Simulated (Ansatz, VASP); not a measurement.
**ZnInC6N6 in VASP and in Ansatz**

INCAR

```
PREC = Accurate
ENCUT = 520
EDIFF = 1E-6
ISMEAR = 0
SIGMA = 0.1
LREAL = False
LASPH = True
NELM = 100
ALGO = Normal
ISIF = 2
LWAVE = False
LCHARG = False
GGA = PE
NBANDS = 52
```

Contents of KPOINTS:

```
regular mesh
0
Gamma
  4 4 4
```

POSCAR

```
ZnInC6N6
1.0
    0.0000000000      5.1845000000      5.1845000000
    5.1845000000      0.0000000000      5.1845000000
    5.1845000000      5.1845000000      0.0000000000
Zn In C N
1 1 6 6
Direct
    0.0000000000      0.0000000000      0.0000000000
    0.5000000000      0.5000000000      0.5000000000
    0.8151220000      0.1848780000      0.1848780000
    0.1848780000      0.8151220000      0.1848780000
    0.1848780000      0.1848780000      0.8151220000
    0.1848780000      0.8151220000      0.8151220000
    0.8151220000      0.1848780000      0.8151220000
    0.8151220000      0.8151220000      0.1848780000
    0.7022856600      0.2977143400      0.2977143400
    0.2977143400      0.7022856600      0.2977143400
    0.2977143400      0.2977143400      0.7022856600
    0.2977143400      0.7022856600      0.7022856600
    0.7022856600      0.2977143400      0.7022856600
    0.7022856600      0.7022856600      0.2977143400
```

Input for Ansatz:

```yaml
crystal:
  lattice:
    - [0.0, 5.1845, 5.1845]
    - [5.1845, 0.0, 5.1845]
    - [5.1845, 5.1845, 0.0]
  atoms:
    - { symbol: Zn, position: [0.0, 0.0, 0.0] }
    - { symbol: In, position: [0.5, 0.5, 0.5] }
    - { symbol: C, position: [0.815122, 0.184878, 0.184878] }
    - { symbol: C, position: [0.184878, 0.815122, 0.184878] }
    - { symbol: C, position: [0.184878, 0.184878, 0.815122] }
    - { symbol: C, position: [0.184878, 0.815122, 0.815122] }
    - { symbol: C, position: [0.815122, 0.184878, 0.815122] }
    - { symbol: C, position: [0.815122, 0.815122, 0.184878] }
    - { symbol: "N", position: [0.70228566, 0.29771434, 0.29771434] }
    - { symbol: "N", position: [0.29771434, 0.70228566, 0.29771434] }
    - { symbol: "N", position: [0.29771434, 0.29771434, 0.70228566] }
    - { symbol: "N", position: [0.29771434, 0.70228566, 0.70228566] }
    - { symbol: "N", position: [0.70228566, 0.29771434, 0.70228566] }
    - { symbol: "N", position: [0.70228566, 0.70228566, 0.29771434] }
basis:
  ecutwfc: 420
kpoints:
  mp_grid: { grid: [4, 4, 4] }
hamiltonian:
  xc: pbe
scf:
  occupations: { method: gaussian, width: 0.1 }
  lower_state_search: "off"
output:
  forces: true
  stress: true
  eigenvalues: true
```

Alike in both runs: task single point; functional PBE; k mesh 4 × 4 × 4; occupations gaussian, width 0.1 eV; no spin polarisation.

|  | VASP | Ansatz |
| --- | --- | --- |
| version | VASP 6.6.1 | Ansatz 0.2.0 |
| potentials or method | VASP PAW PBE potentials, release 64 (Zn, In_d, C, N), cutoff 520 eV | scalar-relativistic, plane waves, PAW |
| valence electrons in the cell | 79 | 79 |

VASP gave:

```
gap on the k mesh at the Fermi level (eV) : none
pressure (GPa)                            : 10.9
rms of the force components (eV/Å)        : 1.366
```

Which values does Ansatz return?

gap on the k mesh at the Fermi level (eV): none; pressure (GPa): 10.4; rms of the force components (eV/Å): 1.551.

Atom by atom the forces differ by 0.192 eV/Å (rms over components). A gap of «none» marks a metal or a gap that the smearing closes.

Noted on VASP's run: the standard files for N, O and F lose accuracy on very short bonds.
